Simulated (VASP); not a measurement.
Zn4HSe4 (a cell with a defect): single point with LDA

The system is Zn4HSe4 (a cell with a defect).

```
Zn Se H
1.0
    -3.98200   -3.98200    0.00000
    -3.98200    3.98200    0.00000
     3.98200    0.00000   -5.25853
Zn Se H
4 4 1
Direct
  0.00000 0.00000 0.00000
  0.50000 0.50000 0.00000
  0.00000 0.50000 0.00000
  0.50000 0.00000 0.00000
  0.11017 0.61017 0.72034
  0.61017 0.11017 0.72034
  0.88983 0.88983 0.27966
  0.38983 0.38983 0.27966
  0.04165 0.20831 0.90887
```

```json
{
  "Program": "VASP 6.6.1",
  "Task": "single point",
  "Functional": "LDA",
  "Potentials or basis": "VASP PAW LDA potentials, release 64 (Zn, Se, H)",
  "Cutoff": "520 eV",
  "k mesh": "6 × 6 × 6",
  "Occupations": "gaussian, width 0.05 eV",
  "Spin": "no spin polarisation"
}
```

The largest force is 2.404 eV/Å.

Forces on the atoms (eV/Å):
```
Zn   1.746 -1.051 -0.518
Zn  -0.281  0.084 -0.057
Zn  -1.150  2.015 -0.632
Zn   0.092 -0.271 -0.062
Se  -0.014 -0.001  0.181
Se   0.094  0.104  0.868
Se  -0.191 -0.203 -0.070
Se  -0.168 -0.165 -0.331
H   -0.128 -0.513  0.620
```

Levels at points of the mesh, in eV from the Fermi level:
| k point | band 34 | band 35 | band 36 | band 37 | band 38 | band 39 |
| --- | --- | --- | --- | --- | --- | --- |
| (0.00, 0.00, 0.00) | -0.51 | -0.25 | -0.20 | 0.47 | 1.30 | 1.91 |
| (0.50, 0.00, 0.00) | -1.70 | -1.44 | -1.19 | 1.01 | 3.60 | 3.94 |
| (0.00, 0.50, 0.50) | -1.82 | -1.42 | -1.22 | 1.20 | 3.69 | 3.79 |
| (0.50, 0.00, 0.50) | -1.90 | -1.58 | -1.38 | 1.24 | 3.66 | 3.87 |
| (0.00, 0.50, 0.00) | -1.82 | -1.43 | -1.21 | 1.21 | 3.69 | 3.79 |
| (0.50, 0.50, 0.00) | -1.27 | -0.98 | -0.92 | 0.73 | 1.96 | 2.45 |
| (0.50, 0.50, 0.50) | -1.28 | -0.98 | -0.93 | 0.73 | 1.97 | 2.50 |
| (0.00, 0.00, 0.50) | -1.95 | -1.10 | -1.07 | 0.55 | 1.61 | 2.44 |

Wall time 30 min on 1 thread of Oxide Virtual Turin-like Processor (shared host), peak memory 0.68 GiB.

Caveat: the cell carries a net charge on a neutralising background, which shifts energy and pressure; the cell is charged against a uniform background, so pressure and absolute levels hang on convention.
